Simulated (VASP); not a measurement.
Write the native input for VASP 6.6.1 that does the following.

```yaml
Task: single point
Functional: LDA
Potentials_or_basis: VASP PAW LDA potentials, release 64 (Tl_d, Br)
Cutoff: 500 eV
k_mesh: 4 × 4 × 4
Occupations: gaussian, width 0.1 eV
Spin: no spin polarisation
Dipole_correction: no
Further_INCAR_settings: ALGO = Normal; EDIFF = 1e-06; NBANDS = 17
```

The structure of TlBr lies in POSCAR:

```
TlBr
1.0
    3.9700000000      0.0000000000      0.0000000000
    0.0000000000      3.9700000000      0.0000000000
    0.0000000000      0.0000000000      3.9700000000
Tl Br
1 1
Direct
    0.0000000000      0.0000000000      0.0000000000
    0.5000000000      0.5000000000      0.5000000000
```

The input as run:

INCAR

```
  PREC = Accurate
  ENCUT = 500
  EDIFF = 1E-6
  ISMEAR = 0
  SIGMA = 0.1
  LREAL = F
  LASPH = T
  NELM = 120
  ALGO = Normal
  ISIF = 2
  LWAVE = F
  LCHARG = F
  GGA = CA
  NBANDS = 17
  GGA_COMPAT = F
```

KPOINTS

```
Automatic mesh
0
Gamma
  4 4 4
```

Potentials or basis: VASP PAW LDA potentials, release 64 (Tl_d, Br).

Run with:

```sh
$ cat potpaw_LDA.64/Tl_d/POTCAR potpaw_LDA.64/Br/POTCAR > POTCAR
$ mpirun -np 1 vasp_std > vasp.out
```

It gave:

* Pressure: -2.4 GPa
* Band gap on the k mesh: 1.62 eV, direct

Caveat: spin-orbit coupling is left out, which moves the levels of the heavy elements.

It took 7.9 s on 1 thread of Intel(R) Xeon(R) Platinum 8259CL CPU @ 2.50GHz (Skylake/Cascade Lake), with other jobs on the host, peak memory 0.15 GiB.
